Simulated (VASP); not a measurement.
# TiSi30 (a cell with a defect) in VASP: notebook

Runs on TiSi30 (a cell with a defect). Level: PBE. Tasks: single point.

Everything below comes from runs of VASP 6.6.1. Logs are shortened: lines on timing, memory, paths and dates and some standing lists are left out, and cuts for length are marked.

## 1. The cell of the first run

The cell holds a defect, 31 atoms: a = 9.474 Å, b = 9.474 Å, c = 9.474 Å, α = 109.47°, β = 109.47°, γ = 109.47°.

## 2. Single point, PBE

Input file INCAR:

```
SYSTEM = TiSi30
PREC = Accurate
ENCUT = 520
EDIFF = 1E-6
ISMEAR = 0
SIGMA = 0.02
LREAL = Auto
LASPH = .TRUE.
NELM = 80
ALGO = Normal
ISIF = 2
LWAVE = .FALSE.
LCHARG = .FALSE.
GGA = PE
NBANDS = 87
```

Input file KPOINTS:

```
Automatic mesh
0
Gamma
  2 2 2
  0.5 0.5 0.5
```

Input file POSCAR:

```
TiSi30
1.0
   -5.4700936587      5.4700936587     -5.4700936587
    5.4700936587      5.4700936587      5.4700936587
    5.4700936587     -5.4700936587     -5.4700936587
Ti Si
1 30
Direct
    0.3722961849      0.3722961849      0.8722962161
   -0.0010356313      0.4946144744      0.7489826968
    0.4946144744      0.2489826656      0.4989643999
    0.7455563386      0.7455563386      0.7450996737
    0.2489826656      0.4946144744      0.4989643999
    0.4946144744     -0.0010356313      0.7489826968
    0.0019457619      0.7558302029      0.5019457931
    0.7455563386      0.2450996425      0.2455563074
    0.4937605585      0.4937605585      0.2234806342
    0.7558302029      0.0019457619      0.5019457931
   -0.0010356313      0.2489826656     -0.0053855568
    0.2450996425      0.7455563386      0.2455563074
    0.0019457619      0.0019457619      0.2558301717
    0.7234806654      0.4937606499     -0.0062393813
    0.4937606499      0.7234806654     -0.0062393813
    0.2489826656     -0.0010356313     -0.0053855568
    0.2508303487      0.2508303487      0.5212152073
   -0.0010159789      0.4994299313      0.4989839608
    0.4956448955      0.2500024836      0.2457568524
    0.7427296960      0.7427296960      0.4887700589
    0.2500024836      0.4956448955      0.2457568524
    0.4994299313     -0.0010159789      0.4989839608
   -0.0112299723      0.7427296960      0.2427296648
    0.7457568836      0.2500024836     -0.0043551357
    0.7427296960     -0.0112299723      0.2427296648
    0.0212151761      0.2508303487      0.7508303799
    0.2500024836      0.7457568836     -0.0043551357
   -0.0010159789     -0.0010159789     -0.0005700085
    0.7457568836      0.4956448955      0.7500025148
    0.4956448955      0.7457568836      0.7500025148
    0.2508303487      0.0212151761      0.7508303799
```

Potentials or basis: VASP PAW PBE potentials, release 64 (Ti_sv, Si).

The run is started by

```console
$ cat potpaw_PBE.64/Ti_sv/POTCAR potpaw_PBE.64/Si/POTCAR > POTCAR
$ mpirun -np 1 vasp_std > vasp.out
```

OUTCAR:

```text
SYSTEM = TiSi30
   PREC = Accurate
   ENCUT = 520
   EDIFF = 1E-6
   ISMEAR = 0
   LREAL = Auto
   LASPH = .TRUE.
   NELM = 80
   ISIF = 2
   GGA = PE

 ion  position               nearest neighbor table
   1  0.372  0.372  0.872-  17 2.78  26 2.78  31 2.78   9 2.78  15 2.78  14 2.78
   2  0.999  0.495  0.749-  27 2.37  18 2.38  26 2.39  29 2.41
   3  0.495  0.249  0.499-  29 2.37  22 2.38  17 2.39  19 2.41
   4  0.746  0.746  0.745-  29 2.38  30 2.38  28 2.40  20 2.41
   5  0.249  0.495  0.499-  30 2.37  18 2.38  17 2.39  21 2.41
   6  0.495  0.999  0.749-  24 2.37  22 2.38  31 2.39  30 2.41
   7  0.002  0.756  0.502-  20 2.38  23 2.38  18 2.41  31 2.41
[... 22 lines left out ...]
  30  0.496  0.746  0.750-   5 2.37   4 2.38  15 2.39   6 2.41
  31  0.251  0.021  0.751-  16 2.39   6 2.39   7 2.41   1 2.78

  LATTYP: Found a body centered cubic cell.
 ALAT       =    10.9401873174

  Lattice vectors:

 A1 = (  -5.4700936587,   5.4700936587,  -5.4700936587)
 A2 = (   5.4700936587,   5.4700936587,   5.4700936587)
 A3 = (   5.4700936587,  -5.4700936587,  -5.4700936587)

Analysis of symmetry for initial positions (statically):
=====================================================================
 Subroutine PRICEL returns:
 Original cell was already a primitive cell.

 Routine SETGRP: Setting up the symmetry group for a
 body centered cubic supercell.

 Subroutine GETGRP returns: Found  6 space group operations
 (whereof  2 operations were pure point group operations)
 out of a pool of 48 trial point group operations.

The static configuration has the point symmetry C_1h.
 The point group associated with its full space group is C_3v.

Analysis of symmetry for dynamics (positions and initial velocities):
=====================================================================
 Subroutine PRICEL returns:
 Original cell was already a primitive cell.

 Routine SETGRP: Setting up the symmetry group for a
 body centered cubic supercell.

 Subroutine GETGRP returns: Found  6 space group operations
 (whereof  2 operations were pure point group operations)
 out of a pool of 48 trial point group operations.

The dynamic configuration has the point symmetry C_1h.
 The point group associated with its full space group is C_3v.

 Subroutine INISYM returns: Found  6 space group operations
 (whereof  2 operations are pure point group operations),
 and found     1 'primitive' translations

[... 143 lines left out ...]
   EFERMI =   0.00;   METHOD = LEGACY
   ISMEAR =     0;   SIGMA  =   0.02  broadening in eV -4-tet -1-fermi 0-gaus
   EFERMI_NEDOS =   21; number of points for ismear=-14 and -15
   IALGO  =     38    algorithm
   IMIX   =      4    mixing-type and parameters
     AMIX     =   0.40;   BMIX     =  1.00
     AMIX_MAG =   1.60;   BMIX_MAG =  1.00
  volume/ion in A,a.u.               =      21.12       142.52
  Fermi-wavevector in a.u.,A,eV,Ry     =   0.959956  1.814054 12.537983  0.921516
  Thomas-Fermi vector in A             =   2.089198
   LORBIT       =      0    0 simple, 1 ext, 2 COOP (PROOUT), +10 PAW based schemes
   GGA     = PE    functional components
   LHFCALC =     F    Hartree Fock is set to
   AEXX    =    0.0000 exact exchange contribution
   IVDW    =     0    specifies the selected vdW correction
   LEPSILON=     F    determine dielectric tensor
   LRPA    =     F    only Hartree local field effects (RPA)
 non-spin polarized calculation
 Gauss-broadening in eV      SIGMA  =   0.02
  energy-cutoff  :      520.00
  volume of cell :      654.70
 maximum number of plane-waves:     17628
 NGX is ok and might be reduce to    70
   NGX = 35   NGY = 35   NGZ = 35

 number of electron     131.9999995 magnetization

 Free energy of the ion-electron system (eV)
  ---------------------------------------------------
  ext. energy  EPLUGINS =         0.00000000
  ---------------------------------------------------
  free energy    TOTEN  =      -167.00975856 eV

  energy without entropy =     -167.00196799  energy(sigma->0) =     -167.00586327

 E-fermi :   5.2162     XC(G=0):  -9.2820

 val. band max:        4.7904456372   @ k =   0.2500   0.2500   0.2500
 cond. band min:       5.2223780266   @ k =  -0.2500   0.2500   0.2500
 fundamental gap:      0.4319323893
 Fermi energy:         5.2162347072

 k-point     1 :       0.2500    0.2500    0.2500
  band No.  band energies     occupation
      1     -52.5408      2.00000
      2     -28.8406      2.00000
      3     -28.8405      2.00000
      4     -28.5981      2.00000
      5      -5.5141      2.00000
      6      -5.5141      2.00000
[... 70 lines left out ...]
     77       7.1581      0.00000
     78       7.1738      0.00000

 k-point     2 :      -0.2500    0.2500    0.2500
  band No.  band energies     occupation
      1     -52.5408      2.00000
      2     -28.8406      2.00000
      3     -28.8406      2.00000
      4     -28.5981      2.00000
      5      -5.9454      2.00000
      6      -4.9969      2.00000
[... 70 lines left out ...]
     77       7.5751      0.00000
     78       7.7019      0.00000
 [bands above 78 left out]

------------------------ aborting loop because EDIFF is reached ----------------------------------------

  FORCE on cell =-STRESS in cart. coord.  units (eV):
  Direction    XX          YY          ZZ          XY          YZ          ZX
  --------------------------------------------------------------------------------------
  -------------------------------------------------------------------------------------
  Total      -12.5051403    -12.5051403    -12.5051403     -0.4127804      0.4127804      0.4127804
  in kB      -30.6023567    -30.6023567    -30.6023567     -1.0101487      1.0101487      1.0101487
  external PRESSURE =     -30.6023567 kB  Pullay stress =       0.0000000 kB

 VOLUME and BASIS-vectors are now :
 -----------------------------------------------------------------------------
  energy-cutoff  :      520.00
  volume of cell :      654.70
      direct lattice vectors                 reciprocal lattice vectors
    -5.470093659  5.470093659 -5.470093659     0.000000000  0.091406113 -0.091406113
     5.470093659  5.470093659  5.470093659     0.091406113  0.091406113  0.000000000
     5.470093659 -5.470093659 -5.470093659     0.091406113  0.000000000 -0.091406113

 POSITION                                       TOTAL-FORCE (eV/Angst)
 -----------------------------------------------------------------------------------
      4.77154     -0.69855     -4.77154         0.001367      0.001367     -0.001367
      1.33816      4.07301     -6.85585        -0.000661      0.001363      0.000304
      1.38575      1.33816     -4.07301        -0.000304     -0.000661     -0.001363
      4.07577      4.08076     -4.07577        -0.001916     -0.001120      0.001916
      4.07301      1.33816     -1.38575         0.001363     -0.000661      0.000304
      6.85585      4.07301     -1.33816        -0.000304      0.001363      0.000661
[... 23 lines left out ...]
      5.47072      2.68800     -2.73445        -0.001602     -0.003157     -0.003676
      2.85110     -2.61900     -5.36313        -0.005050     -0.005050     -0.006327
 -----------------------------------------------------------------------------------
    total drift:                               -0.016511     -0.017016      0.016511

  FREE ENERGIE OF THE ION-ELECTRON SYSTEM (eV)
  ---------------------------------------------------
  free  energy   TOTEN  =      -167.0097585570 eV

  energy  without entropy=     -167.0019679923  energy(sigma->0) =     -167.00586327
```

OSZICAR:

```text
N       E                     dE             d eps       ncg     rms          rms(c)
DAV:   1     0.464296604733E+03    0.46430E+03   -0.50653E+04   364   0.126E+03
DAV:   2    -0.117492001017E+03   -0.58179E+03   -0.55223E+03   403   0.214E+02
DAV:   3    -0.169773430766E+03   -0.52281E+02   -0.51263E+02   472   0.592E+01
[... 11 lines left out ...]
DAV:  15    -0.167009781464E+03    0.70828E-05   -0.15688E-04   488   0.377E-02    0.434E-02
DAV:  16    -0.167009756760E+03    0.24705E-04   -0.87985E-05   528   0.316E-02    0.141E-02
DAV:  17    -0.167009757984E+03   -0.12239E-05   -0.72558E-06   440   0.738E-03    0.799E-03
DAV:  18    -0.167009759226E+03   -0.12425E-05   -0.40811E-06   392   0.765E-03    0.661E-03
DAV:  19    -0.167009758557E+03    0.66914E-06   -0.15204E-06   272   0.553E-03
   1 F= -.16700976E+03 E0= -.16700586E+03  d E =-.779056E-02
```

Wall time 2.5 min (1 thread of Intel Xeon 6975P-C (Granite Rapids), shared host); peak memory 0.69 GiB.

Results:

- Free energy: -167.0098 eV
- Pressure: -3.1 GPa
- Largest force: 0.010 eV/Å
- Band gap on the k mesh: zero (bands 66 and 67 overlap by 0.03 eV)

Forces in eV/Å, atoms in the order of the input:
```
Ti   0.001  0.001 -0.001
Si  -0.001  0.001  0.000
Si   0.000 -0.001 -0.001
Si  -0.002 -0.001  0.002
Si   0.001 -0.001  0.000
Si   0.000  0.001  0.001
Si   0.002  0.002  0.004
Si  -0.002 -0.002  0.001
Si   0.006 -0.004 -0.006
Si  -0.004  0.002 -0.002
Si  -0.001  0.000 -0.001
Si  -0.001 -0.002  0.002
Si   0.002 -0.004 -0.002
Si  -0.004  0.006 -0.006
Si   0.006  0.006  0.004
Si   0.001  0.000  0.001
Si  -0.005  0.006  0.005
Si   0.002  0.002 -0.003
Si  -0.002  0.004  0.003
Si  -0.003 -0.001  0.003
Si  -0.003  0.004  0.002
Si   0.003  0.002 -0.002
Si  -0.001 -0.003  0.003
Si   0.004 -0.002  0.003
Si  -0.003 -0.003  0.001
Si   0.006 -0.005  0.005
Si  -0.003 -0.002 -0.004
Si   0.002  0.003 -0.002
Si   0.004 -0.003  0.002
Si  -0.002 -0.003 -0.004
Si  -0.005 -0.005 -0.006
```

Caveat: the k points lie up to 0.41 Å⁻¹ apart.

(Part 1 of 2 ends here.)
